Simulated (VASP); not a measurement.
# Nb (Fm-3m) in VASP: a series of runs

Nb is run at these levels: PBE; tasks: relaxation of cell and atoms.

All numbers are computed with VASP 6.6.1; they aren't measurements. Logs are shortened: lines on timing, memory, paths and dates and some standing lists are left out, and cuts for length are marked.

## 1. The cell of the first run

The structure is cubic, space group Fm-3m (No. 225). The conventional cell has a = 4.230 Å, b = 4.230 Å, c = 4.230 Å, α = 90.00°, β = 90.00°, γ = 90.00°. Nb (site symmetry m-3m) has 12 Nb at 2.99 Å within 3.9 Å.

This isn't the form of Nb at room conditions, which is bcc.

## 2. Relaxation of cell and atoms, PBE, target pressure 15 GPa, at which the enthalpy is minimised

The input, INCAR:

```
SYSTEM = Nb
  PREC = Accurate
  ENCUT = 600
  EDIFF = 1E-6
  ISMEAR = -1
  SIGMA = 0.1
  LREAL = .False.
  LASPH = .True.
  NELM = 80
  ALGO = Normal
  ISIF = 3
  LWAVE = .False.
  LCHARG = .False.
  GGA = PE
  IBRION = 2
  NSW = 80
  EDIFFG = -0.03
  PSTRESS = 150.0
```

The input, KPOINTS:

```
Automatic mesh
0
Gamma
  19 19 19
  0 0 0
```

The input, POSCAR:

```
Nb
1.0
    0.0000000000      2.1150000000      2.1150000000
    2.1150000000      0.0000000000      2.1150000000
    2.1150000000      2.1150000000      0.0000000000
Nb
1
Direct
    0.0000000000      0.0000000000      0.0000000000
```

Potentials or basis: VASP PAW PBE potentials, release 64 (Nb_sv).

The run is started by

```
$ cat potpaw_PBE.64/Nb_sv/POTCAR > POTCAR
$ mpirun -np 1 vasp_std > vasp.out
```

OUTCAR:

```text
SYSTEM = Nb
   PREC = Accurate
   ENCUT = 600
   EDIFF = 1E-6
   ISMEAR = -1
   LREAL = .False.
   LASPH = .True.
   NELM = 80
   ISIF = 3
   GGA = PE
   IBRION = 2
   NSW = 80
   EDIFFG = -0.03
   PSTRESS = 150.0

 ion  position               nearest neighbor table
   1  0.000  0.000  0.000-

  LATTYP: Found a face centered cubic cell.
 ALAT       =     4.2300000000

  Lattice vectors:

 A1 = (   0.0000000000,   2.1150000000,   2.1150000000)
 A2 = (   2.1150000000,   0.0000000000,   2.1150000000)
 A3 = (   2.1150000000,   2.1150000000,   0.0000000000)

Analysis of symmetry for initial positions (statically):
=====================================================================
 Subroutine PRICEL returns:
 Original cell was already a primitive cell.

 Routine SETGRP: Setting up the symmetry group for a
 face centered cubic supercell.

 Subroutine GETGRP returns: Found 48 space group operations
 (whereof 48 operations were pure point group operations)
 out of a pool of 48 trial point group operations.

The static configuration has the point symmetry O_h .

Analysis of symmetry for dynamics (positions and initial velocities):
=====================================================================
 Subroutine PRICEL returns:
 Original cell was already a primitive cell.

 Routine SETGRP: Setting up the symmetry group for a
 face centered cubic supercell.

 Subroutine GETGRP returns: Found 48 space group operations
 (whereof 48 operations were pure point group operations)
 out of a pool of 48 trial point group operations.

The dynamic configuration has the point symmetry O_h .

 Subroutine INISYM returns: Found 48 space group operations
 (whereof 48 operations are pure point group operations),
 and found     1 'primitive' translations

----------------------------------------------------------------------------------------

                                     Primitive cell

  volume of cell :      18.9217

  direct lattice vectors                    reciprocal lattice vectors
     0.000000000  2.115000000  2.115000000    -0.236406619  0.236406619  0.236406619
     2.115000000  0.000000000  2.115000000     0.236406619 -0.236406619  0.236406619
     2.115000000  2.115000000  0.000000000     0.236406619  0.236406619 -0.236406619

  length of vectors
     2.991061684  2.991061684  2.991061684     0.409468276  0.409468276  0.409468276

  position of ions in fractional coordinates (direct lattice)
     0.000000000  0.000000000  0.000000000

  ion indices of the primitive-cell ions
   primitive index   ion index
                 1           1

----------------------------------------------------------------------------------------

 KPOINTS: Automatic mesh

Automatic generation of k-mesh.
 Grid dimensions read from file:
 generate k-points for:   19   19   19

 Generating k-lattice:

  Cartesian coordinates                     Fractional coordinates (reciprocal lattice)
    -0.012442454  0.012442454  0.012442454     0.052631579  0.000000000  0.000000000
     0.012442454 -0.012442454  0.012442454     0.000000000  0.052631579  0.000000000
     0.012442454  0.012442454 -0.012442454     0.000000000  0.000000000  0.052631579

  Length of vectors
     0.021550962  0.021550962  0.021550962

  Shift w.r.t. Gamma in fractional coordinates (k-lattice)
     0.000000000  0.000000000  0.000000000

 Subroutine IBZKPT returns following result:
 ===========================================

 Found    220 irreducible k-points:

 Following reciprocal coordinates:
            Coordinates               Weight
  0.000000  0.000000  0.000000      1.000000
  0.052632  0.000000  0.000000      8.000000
  0.105263  0.000000  0.000000      8.000000
  0.157895  0.000000  0.000000      8.000000
  0.210526  0.000000  0.000000      8.000000
  0.263158  0.000000  0.000000      8.000000
[... 16 lines left out ...]
 -0.315789  0.052632  0.000000     24.000000
 -0.263158  0.052632  0.000000     24.000000
 [... further k-points ...]
   k-points           NKPTS =    220   k-points in BZ     NKDIM =    220   number of bands    NBANDS=     10
   number of dos      NEDOS =    301   number of ions     NIONS =      1
   total plane-waves  NPLWV =  13824
   dimension x,y,z NGX =    24 NGY =   24 NGZ =   24
   dimension x,y,z NGXF=    48 NGYF=   48 NGZF=   48
   ions per type =               1
   NGX,Y,Z   is equivalent  to a cutoff of  13.34, 13.34, 13.34 a.u.
   NGXF,Y,Z  is equivalent  to a cutoff of  26.68, 26.68, 26.68 a.u.
 SYSTEM =  Nb
   PREC   = accura    normal or accurate (medium, high low for compatibility)
   ISTART =      0    job   : 0-new  1-cont  2-samecut
   ICHARG =      2    charge: 1-file 2-atom 10-const
   ISPIN  =      1    spin polarized calculation?
   LNONCOLLINEAR =      F non collinear calculations
   LSORBIT =      F    spin-orbit coupling
   LASPH  =      T    aspherical Exc in radial PAW
   ENCUT  =  600.0 eV  44.10 Ry    6.64 a.u.   5.97  5.97  5.97*2*pi/ulx,y,z
   NELM   =     80;   NELMIN=  2; NELMDL= -5     # of ELM steps
   EDIFF  = 0.1E-05   stopping-criterion for ELM
   LREAL  =      F    real-space projection
   EDIFFG = -.3E-01   stopping-criterion for IOM
   NSW    =     80    number of steps for IOM
   IBRION =      2    ionic relax: 0-MD 1-quasi-New 2-CG
   NFREE  =      1    steps in history (QN), initial steepest desc. (CG)
   ISIF   =      3    stress and relaxation
   ISYM   =      2    0-nonsym 1-usesym 2-fastsym
   POTIM  = 0.5000    time-step for ionic-motion
   TEBEG  =    0.0;   TEEND  =   0.0 temperature during run
   PSTRESS=  150.0 pullay stress
   NELECT =      13.0000    total number of electrons
   NUPDOWN=      -1.0000    fix difference up-down
   EMIN   =  10.00;   EMAX   =-10.00  energy-range for DOS
   EFERMI =   0.00;   METHOD = LEGACY
   ISMEAR =    -1;   SIGMA  =   0.10  broadening in eV -4-tet -1-fermi 0-gaus
   EFERMI_NEDOS =   21; number of points for ismear=-14 and -15
   IALGO  =     38    algorithm
   IMIX   =      4    mixing-type and parameters
     AMIX     =   0.40;   BMIX     =  1.00
     AMIX_MAG =   1.60;   BMIX_MAG =  1.00
  volume/ion in A,a.u.               =      18.92       127.69
  Fermi-wavevector in a.u.,A,eV,Ry     =   1.444560  2.729823 28.392005  2.086754
  Thomas-Fermi vector in A             =   2.562841
   LORBIT       =      0    0 simple, 1 ext, 2 COOP (PROOUT), +10 PAW based schemes
   GGA     = PE    functional components
   LHFCALC =     F    Hartree Fock is set to
   AEXX    =    0.0000 exact exchange contribution
   IVDW    =     0    specifies the selected vdW correction
   LEPSILON=     F    determine dielectric tensor
   LRPA    =     F    only Hartree local field effects (RPA)
 conjugate gradient relaxation of ions
 non-spin polarized calculation
  energy-cutoff  :      600.00
  volume of cell :       18.92
 maximum number of plane-waves:       643
   NGX = 11   NGY = 11   NGZ = 11

--------------------------------------- Ionic step        1  -------------------------------------------

 number of electron      13.0000001 magnetization

 Free energy of the ion-electron system (eV)
  ---------------------------------------------------
  ext. energy  EPLUGINS =         0.00000000
  ---------------------------------------------------
  free energy    TOTEN  =        -9.91774635 eV

  energy without entropy =       -9.86754685  energy(sigma->0) =       -9.89264660

------------------------ aborting loop because EDIFF is reached ----------------------------------------

  FORCE on cell =-STRESS in cart. coord.  units (eV):
  Direction    XX          YY          ZZ          XY          YZ          ZX
  --------------------------------------------------------------------------------------
  -------------------------------------------------------------------------------------
  Total       -0.1809538     -0.1809538     -0.1809538      0.0000000     -0.0000000     -0.0000000
  in kB      -15.3220615    -15.3220615    -15.3220615      0.0000000     -0.0000000     -0.0000000
  external PRESSURE =    -165.3220615 kB  Pullay stress =     150.0000000 kB
[... 96 lines left out ...]
  enthalpy is  TOTEN    =        -8.2342899526 eV   P V=        1.6322214404

--------------------------------------- Ionic step        4  -------------------------------------------

 number of electron      12.9999999 magnetization

 Free energy of the ion-electron system (eV)
  ---------------------------------------------------
  ext. energy  EPLUGINS =         0.00000000
  ---------------------------------------------------
  free energy    TOTEN  =        -9.85722591 eV

  energy without entropy =       -9.80995894  energy(sigma->0) =       -9.83359243

 E-fermi :  12.1211     XC(G=0): -12.7031

 val. band max:       12.0972866152   @ k =  -0.4737   0.2105   0.0526
 cond. band min:      12.1238973773   @ k =   0.3158   0.1579   0.0000
 fundamental gap:      0.0266107622
 Fermi energy:        12.1210932853

 k-point     1 :       0.0000    0.0000    0.0000
  band No.  band energies     occupation
      1     -42.6009      2.00000
      2     -17.8201      2.00000
      3     -17.8201      2.00000
      4     -17.8201      2.00000
      5       5.7060      2.00000
      6      12.1574      0.82061
      7      12.1574      0.82061
      8      12.1574      0.82061
      9      15.0549      0.00000
     10      15.0549      0.00000
[... 287 lines left out ...]
 k-point    24 :      -0.2632    0.0526    0.0000
  band No.  band energies     occupation
      1     -42.4388      2.00000
      2     -18.7584      2.00000
      3     -17.9867      2.00000
      4     -17.9218      2.00000
      5       7.9139      2.00000
      6      11.3879      1.99869
      7      12.4206      0.09528
      8      12.5492      0.02727
      9      14.9499      0.00000
     10      15.8984      0.00000

 [... further k-points ...]

------------------------ aborting loop because EDIFF is reached ----------------------------------------

  FORCE on cell =-STRESS in cart. coord.  units (eV):
  Direction    XX          YY          ZZ          XY          YZ          ZX
  --------------------------------------------------------------------------------------
  -------------------------------------------------------------------------------------
  Total        1.5973664      1.5973664      1.5973664      0.0000000     -0.0000000      0.0000000
  in kB      147.6880743    147.6880743    147.6880743      0.0000000     -0.0000000      0.0000000
  external PRESSURE =      -2.3119257 kB  Pullay stress =     150.0000000 kB
[... 16 lines left out ...]
  FREE ENERGIE OF THE ION-ELECTRON SYSTEM (eV)
  ---------------------------------------------------
  free  energy   TOTEN  =        -9.8572259070 eV

  energy  without entropy=       -9.8099589432  energy(sigma->0) =       -9.83359243

  enthalpy is  TOTEN    =        -8.2348541080 eV   P V=        1.6223717990

 reached required accuracy - stopping structural energy minimisation
```

Wall time 2.6 min (1 thread of Intel Xeon 8259CL, shared host); peak memory 0.19 GiB.

Results:

* Free energy: -9.8572 eV
* Relaxed volume: 17.33 Å³/atom
* Relaxed cell: a = 2.905 Å, b = 2.905 Å, c = 2.905 Å, α = 60.00°, β = 60.00°, γ = 60.00°
* Space group after relaxing (to 0.1 Å): Fm-3m (No. 225)
* Energy change on relaxing (the run minimises the enthalpy): +60.5 meV/atom
* Ionic steps: 4
* Pressure after relaxing: 14.8 GPa
* Band gap on the k mesh: zero (an odd number of electrons rules out a gap without spin polarisation)

Step by step:
| step | energy change (eV) | largest force (eV/Å) | pressure (GPa) | volume (Å³) |
| --- | --- | --- | --- | --- |
| 1 | 0.0000 | 0.0000 | -1.53 | 18.92 |
| 2 | 0.9133 | 0.0000 | 77.39 | 14.06 |
| 3 | 0.0512 | 0.0000 | 13.49 | 17.43 |
| 4 | 0.0605 | 0.0000 | 14.77 | 17.33 |

Final structure:
```cif
data_structure
_symmetry_space_group_name_H-M 'P 1'
_symmetry_Int_Tables_number 1
_cell_length_a 2.9047
_cell_length_b 2.9047
_cell_length_c 2.9047
_cell_angle_alpha 60.000
_cell_angle_beta 60.000
_cell_angle_gamma 60.000
_cell_volume 17.33
loop_
_atom_site_label
_atom_site_type_symbol
_atom_site_fract_x
_atom_site_fract_y
_atom_site_fract_z
_atom_site_occupancy
Nb1 Nb 0.00000 0.00000 0.00000 1
```

Caveat: the cell is relaxed towards a set pressure, so the run minimises the enthalpy, not the energy.

(Continued in part 2 of 2.)
